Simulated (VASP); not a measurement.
# Si2Sn (R-3m) in VASP: single point with PBE

Aim: the single point of Si2Sn with PBE.

Everything below comes from runs of VASP 6.6.1. Logs are shortened: lines on timing, memory, paths and dates and some standing lists are left out, and cuts for length are marked.

**1. The cell of the first run**

The structure is trigonal, space group R-3m (No. 166). Conventional cell: a = 3.797 Å, b = 3.797 Å, c = 14.606 Å, α = 90.00°, β = 90.00°, γ = 120.00°. Within 3.2 Å of Si (site symmetry 3m) lie 1 Si at 2.45 Å and 3 Sn at 2.50 Å. Within 3.3 Å of Sn (site symmetry -3m) lie 6 Si at 2.50 Å.

**2. Single point, PBE**

INCAR

```
PREC = Accurate ; ENCUT = 500
EDIFF = 1E-6 ; ISMEAR = 0
SIGMA = 0.1 ; LREAL = False
LASPH = True ; NELM = 120
ALGO = Normal ; ISIF = 2
LWAVE = False ; LCHARG = False
GGA = PE ; NBANDS = 18
GGA_COMPAT = False
```

KPOINTS

```
regular mesh
0
Gamma
  6 6 6
```

POSCAR

```
Si2Sn
1.0
    1.8984369400      1.0960630800      4.8686655300
   -1.8984369400      1.0960630800      4.8686655300
    0.0000000000     -2.1921261500      4.8686655300
Si Sn
2 1
Direct
    0.4160641100      0.4160641100      0.4160641100
    0.5839358900      0.5839358900      0.5839358900
    0.0000000000      0.0000000000      0.0000000000
```

Potentials or basis: VASP PAW PBE potentials, release 64 (Si, Sn_d).

Launch:

```console
$ cat potpaw_PBE.64/Si/POTCAR potpaw_PBE.64/Sn_d/POTCAR > POTCAR
$ mpirun -np 1 vasp_std > vasp.out
```

OUTCAR:

```text
PREC = Accurate
   ENCUT = 500
   EDIFF = 1E-6
   ISMEAR = 0
   LREAL = False
   LASPH = True
   NELM = 120
   ISIF = 2
   GGA = PE

 ion  position               nearest neighbor table
   1  0.416  0.416  0.416-   2 2.45   3 2.50   3 2.50   3 2.50
   2  0.584  0.584  0.584-   1 2.45   3 2.50   3 2.50   3 2.50
   3  0.000  0.000  0.000-   2 2.50   1 2.50   2 2.50   2 2.50   1 2.50   1 2.50

  LATTYP: Found a trigonal (rhomboedric) cell.
 ALAT       =     5.3394120588
 COS(alpha) =     0.7471660029

  Lattice vectors:

 A1 = (   1.8984369400,   1.0960630800,   4.8686655300)
 A2 = (  -1.8984369400,   1.0960630800,   4.8686655300)
 A3 = (   0.0000000000,  -2.1921261500,   4.8686655300)

Analysis of symmetry for initial positions (statically):
=====================================================================
 Subroutine PRICEL returns:
 Original cell was already a primitive cell.

 Routine SETGRP: Setting up the symmetry group for a
 trigonal (rhombohedral) supercell.

 Subroutine GETGRP returns: Found 12 space group operations
 (whereof 12 operations were pure point group operations)
 out of a pool of 12 trial point group operations.

The static configuration has the point symmetry D_3d.

Analysis of symmetry for dynamics (positions and initial velocities):
=====================================================================
 Subroutine PRICEL returns:
 Original cell was already a primitive cell.

 Routine SETGRP: Setting up the symmetry group for a
 trigonal (rhombohedral) supercell.

 Subroutine GETGRP returns: Found 12 space group operations
 (whereof 12 operations were pure point group operations)
 out of a pool of 12 trial point group operations.

The dynamic configuration has the point symmetry D_3d.

 Subroutine INISYM returns: Found 12 space group operations
 (whereof 12 operations are pure point group operations),
 and found     1 'primitive' translations

----------------------------------------------------------------------------------------

                                     Primitive cell

  volume of cell :      60.7845

  direct lattice vectors                    reciprocal lattice vectors
     1.898436940  1.096063080  4.868665530     0.263374563  0.152059375  0.068465030
    -1.898436940  1.096063080  4.868665530    -0.263374563  0.152059375  0.068465030
     0.000000000 -2.192126150  4.868665530     0.000000000 -0.304118750  0.068465031

  length of vectors
     5.339412059  5.339412059  5.339412056     0.311730131  0.311730131  0.311730131

  position of ions in fractional coordinates (direct lattice)
     0.416064110  0.416064110  0.416064110
     0.583935890  0.583935890  0.583935890
     0.000000000  0.000000000  0.000000000

  ion indices of the primitive-cell ions
   primitive index   ion index
                 1           1
                 2           2
                 3           3

----------------------------------------------------------------------------------------

 KPOINTS: regular mesh

Automatic generation of k-mesh.
 Grid dimensions read from file:
 generate k-points for:    6    6    6

 Generating k-lattice:

  Cartesian coordinates                     Fractional coordinates (reciprocal lattice)
     0.043895761  0.025343229  0.011410838     0.166666667 -0.000000000  0.000000000
    -0.043895761  0.025343229  0.011410838    -0.000000000  0.166666667  0.000000000
     0.000000000 -0.050686458  0.011410838     0.000000000  0.000000000  0.166666667

  Length of vectors
     0.051955022  0.051955022  0.051955022

  Shift w.r.t. Gamma in fractional coordinates (k-lattice)
     0.000000000  0.000000000  0.000000000

 Subroutine IBZKPT returns following result:
 ===========================================

 Found     32 irreducible k-points:

 Following reciprocal coordinates:
            Coordinates               Weight
  0.000000  0.000000  0.000000      1.000000
  0.166667 -0.000000  0.000000      6.000000
  0.333333 -0.000000  0.000000      6.000000
  0.500000 -0.000000  0.000000      3.000000
  0.166667  0.166667  0.000000      6.000000
  0.333333  0.166667  0.000000     12.000000
[... 16 lines left out ...]
  0.500000  0.500000  0.166667      6.000000
 -0.333333  0.500000  0.166667     12.000000
 [... further k-points ...]
   k-points           NKPTS =     32   k-points in BZ     NKDIM =     32   number of bands    NBANDS=     18
   number of dos      NEDOS =    301   number of ions     NIONS =      3
   total plane-waves  NPLWV =  64000
   dimension x,y,z NGX =    40 NGY =   40 NGZ =   40
   dimension x,y,z NGXF=    80 NGYF=   80 NGZF=   80
   ions per type =               2   1
   NGX,Y,Z   is equivalent  to a cutoff of  12.45, 12.45, 12.45 a.u.
   NGXF,Y,Z  is equivalent  to a cutoff of  24.91, 24.91, 24.91 a.u.
 SYSTEM =  unknown system
   PREC   = accura    normal or accurate (medium, high low for compatibility)
   ISTART =      0    job   : 0-new  1-cont  2-samecut
   ICHARG =      2    charge: 1-file 2-atom 10-const
   ISPIN  =      1    spin polarized calculation?
   LNONCOLLINEAR =      F non collinear calculations
   LSORBIT =      F    spin-orbit coupling
   LASPH  =      T    aspherical Exc in radial PAW
   ENCUT  =  500.0 eV  36.75 Ry    6.06 a.u.   9.73  9.73  9.73*2*pi/ulx,y,z
   NELM   =    120;   NELMIN=  2; NELMDL= -5     # of ELM steps
   EDIFF  = 0.1E-05   stopping-criterion for ELM
   LREAL  =      F    real-space projection
   EDIFFG = 0.1E-04   stopping-criterion for IOM
   NSW    =      0    number of steps for IOM
   IBRION =     -1    ionic relax: 0-MD 1-quasi-New 2-CG
   NFREE  =      0    steps in history (QN), initial steepest desc. (CG)
   ISIF   =      2    stress and relaxation
   ISYM   =      2    0-nonsym 1-usesym 2-fastsym
   POTIM  = 0.5000    time-step for ionic-motion
   TEBEG  =    0.0;   TEEND  =   0.0 temperature during run
   PSTRESS=    0.0 pullay stress
   NELECT =      22.0000    total number of electrons
   NUPDOWN=      -1.0000    fix difference up-down
   EMIN   =  10.00;   EMAX   =-10.00  energy-range for DOS
   EFERMI =   0.00;   METHOD = LEGACY
   ISMEAR =     0;   SIGMA  =   0.10  broadening in eV -4-tet -1-fermi 0-gaus
   EFERMI_NEDOS =   21; number of points for ismear=-14 and -15
   IALGO  =     38    algorithm
   IMIX   =      4    mixing-type and parameters
     AMIX     =   0.40;   BMIX     =  1.00
     AMIX_MAG =   1.60;   BMIX_MAG =  1.00
  volume/ion in A,a.u.               =      20.26       136.73
  Fermi-wavevector in a.u.,A,eV,Ry     =   1.166679  2.204704 18.519436  1.361140
  Thomas-Fermi vector in A             =   2.303189
   LORBIT       =      0    0 simple, 1 ext, 2 COOP (PROOUT), +10 PAW based schemes
   GGA     = PE    functional components
   LHFCALC =     F    Hartree Fock is set to
   AEXX    =    0.0000 exact exchange contribution
   IVDW    =     0    specifies the selected vdW correction
   LEPSILON=     F    determine dielectric tensor
   LRPA    =     F    only Hartree local field effects (RPA)
 non-spin polarized calculation
 Gauss-broadening in eV      SIGMA  =   0.10
  energy-cutoff  :      500.00
  volume of cell :       60.78
 maximum number of plane-waves:      1560
   NGX = 19   NGY = 19   NGZ = 19

 number of electron      21.9999999 magnetization

 Free energy of the ion-electron system (eV)
  ---------------------------------------------------
  ext. energy  EPLUGINS =         0.00000000
  ---------------------------------------------------
  free energy    TOTEN  =       -11.82571505 eV

  energy without entropy =      -11.81695556  energy(sigma->0) =      -11.82133530

 E-fermi :   8.0366     XC(G=0): -10.1628

 val. band max:        8.0223144559   @ k =   0.5000   0.1667   0.0000
 cond. band min:       8.0515731554   @ k =   0.1667  -0.0000   0.0000
 fundamental gap:      0.0292586996
 Fermi energy:         8.0366272087

 k-point     1 :       0.0000    0.0000    0.0000
  band No.  band energies     occupation
      1     -13.7775      2.00000
      2     -13.7775      2.00000
      3     -13.6567      2.00000
      4     -13.6329      2.00000
      5     -13.6329      2.00000
      6      -5.1656      2.00000
[... 10 lines left out ...]
     17      14.6325      0.00000
     18      14.6325      0.00000

 k-point     2 :       0.1667   -0.0000    0.0000
  band No.  band energies     occupation
      1     -13.7867      2.00000
      2     -13.7655      2.00000
      3     -13.6464      2.00000
      4     -13.6366      2.00000
      5     -13.6291      2.00000
      6      -4.7808      2.00000
[... 10 lines left out ...]
     17      13.8676      0.00000
     18      15.8050      0.00000

 k-point     3 :       0.3333   -0.0000    0.0000
  band No.  band energies     occupation
      1     -13.8074      2.00000
      2     -13.7459      2.00000
      3     -13.6550      2.00000
      4     -13.6167      2.00000
      5     -13.6129      2.00000
      6      -3.6264      2.00000
[... 10 lines left out ...]
     17      15.6501      0.00000
     18      17.6964      0.00000

 k-point     4 :       0.5000   -0.0000    0.0000
  band No.  band energies     occupation
      1     -13.8183      2.00000
      2     -13.7386      2.00000
      3     -13.6614      2.00000
      4     -13.6079      2.00000
      5     -13.5985      2.00000
      6      -1.8505      2.00000
[... 10 lines left out ...]
     17      17.6509      0.00000
     18      17.8726      0.00000

 k-point     5 :       0.1667    0.1667    0.0000
  band No.  band energies     occupation
      1     -13.7869      2.00000
      2     -13.7654      2.00000
      3     -13.6466      2.00000
      4     -13.6363      2.00000
      5     -13.6289      2.00000
      6      -4.7437      2.00000
[... 10 lines left out ...]
     17      13.6948      0.00000
     18      15.5367      0.00000

 k-point     6 :       0.3333    0.1667    0.0000
  band No.  band energies     occupation
      1     -13.7952      2.00000
      2     -13.7567      2.00000
      3     -13.6449      2.00000
      4     -13.6345      2.00000
      5     -13.6134      2.00000
      6      -3.9376      2.00000
[... 10 lines left out ...]
     17      15.4182      0.00000
     18      16.3156      0.00000

 k-point     7 :       0.5000    0.1667    0.0000
  band No.  band energies     occupation
      1     -13.8025      2.00000
      2     -13.7515      2.00000
      3     -13.6510      2.00000
      4     -13.6201      2.00000
      5     -13.6004      2.00000
      6      -2.3760      2.00000
[... 10 lines left out ...]
     17      15.6818      0.00000
     18      17.1315      0.00000

 k-point     8 :      -0.3333    0.1667   -0.0000
  band No.  band energies     occupation
      1     -13.8024      2.00000
      2     -13.7515      2.00000
      3     -13.6511      2.00000
      4     -13.6199      2.00000
      5     -13.6006      2.00000
      6      -2.5673      2.00000
[... 10 lines left out ...]
     17      14.8897      0.00000
     18      17.6811      0.00000
[... 229 lines left out ...]
     17      14.0990      0.00000
     18      14.8498      0.00000

 k-point    20 :       0.5000    0.3333    0.1667
  band No.  band energies     occupation
      1     -13.7958      2.00000
      2     -13.7566      2.00000
      3     -13.6449      2.00000
      4     -13.6344      2.00000
      5     -13.6130      2.00000
      6      -3.6670      2.00000
[... 10 lines left out ...]
     17      14.4719      0.00000
     18      15.7823      0.00000

 k-point    21 :      -0.3333    0.3333    0.1667
  band No.  band energies     occupation
      1     -13.8033      2.00000
      2     -13.7512      2.00000
      3     -13.6512      2.00000
      4     -13.6200      2.00000
      5     -13.6000      2.00000
      6      -2.0680      2.00000
[... 10 lines left out ...]
     17      14.7679      0.00000
     18      15.2706      0.00000

 k-point    22 :      -0.1667    0.3333    0.1667
  band No.  band energies     occupation
      1     -13.8031      2.00000
      2     -13.7512      2.00000
      3     -13.6515      2.00000
      4     -13.6197      2.00000
      5     -13.6004      2.00000
      6      -2.5363      2.00000
[... 10 lines left out ...]
     17      15.1751      0.00000
     18      16.4937      0.00000

 k-point    23 :       0.5000    0.5000    0.1667
  band No.  band energies     occupation
      1     -13.8089      2.00000
      2     -13.7456      2.00000
      3     -13.6559      2.00000
      4     -13.6163      2.00000
      5     -13.6117      2.00000
      6      -3.2053      2.00000
[... 10 lines left out ...]
     17      14.6193      0.00000
     18      15.9766      0.00000

 k-point    24 :      -0.3333    0.5000    0.1667
  band No.  band energies     occupation
      1     -13.8040      2.00000
      2     -13.7509      2.00000
      3     -13.6517      2.00000
      4     -13.6198      2.00000
      5     -13.5997      2.00000
      6      -2.0268      2.00000
[... 10 lines left out ...]
     17      14.9708      0.00000
     18      15.4576      0.00000

 [... further k-points ...]

------------------------ aborting loop because EDIFF is reached ----------------------------------------

  FORCE on cell =-STRESS in cart. coord.  units (eV):
  Direction    XX          YY          ZZ          XY          YZ          ZX
  --------------------------------------------------------------------------------------
  -------------------------------------------------------------------------------------
  Total        9.7386594      9.7386594      5.1685129      0.0000000      0.0000000      0.0000000
  in kB      256.6946662    256.6946654    136.2332988      0.0000000      0.0000001      0.0000000
  external PRESSURE =     216.5408768 kB  Pullay stress =       0.0000000 kB

 VOLUME and BASIS-vectors are now :
 -----------------------------------------------------------------------------
  energy-cutoff  :      500.00
  volume of cell :       60.78
      direct lattice vectors                 reciprocal lattice vectors
     1.898436940  1.096063080  4.868665530     0.263374563  0.152059375  0.068465030
    -1.898436940  1.096063080  4.868665530    -0.263374563  0.152059375  0.068465030
     0.000000000 -2.192126150  4.868665530     0.000000000 -0.304118750  0.068465031

 POSITION                                       TOTAL-FORCE (eV/Angst)
 -----------------------------------------------------------------------------------
      0.00000      0.00000      6.07703         0.000000      0.000000      3.285995
      0.00000      0.00000      8.52897         0.000000     -0.000000     -3.285995
      0.00000      0.00000      0.00000         0.000000     -0.000000      0.000000
 -----------------------------------------------------------------------------------
    total drift:                               -0.000000      0.000000      0.000000

  FREE ENERGIE OF THE ION-ELECTRON SYSTEM (eV)
  ---------------------------------------------------
  free  energy   TOTEN  =       -11.8257150489 eV

  energy  without entropy=      -11.8169555606  energy(sigma->0) =      -11.82133530
```

Wall time 22 s (1 thread of Intel Xeon Platinum 8559C (Emerald Rapids), shared host); peak memory 0.24 GiB.

Results:

```yaml
Free_energy: -11.8257 eV
Pressure: 21.7 GPa
Largest_force: 3.286 eV/Å
Band_gap_on_the_k_mesh: zero (band 11 reaches 9.32 eV, above the bottom of band 12 at 7.52 eV)
```

Forces on the atoms (eV/Å):
```
Si   0.000  0.000  3.286
Si   0.000  0.000 -3.286
Sn   0.000  0.000  0.000
```

Stress tensor (GPa, compression positive):
```
25.67  0.00  0.00
 0.00 25.67  0.00
 0.00  0.00 13.62
```

Caveat: spin-orbit coupling is left out, which moves the levels of the heavy elements; forces of over 1 eV/Å act on the atoms, so gaps and moduli don't describe the material at rest.
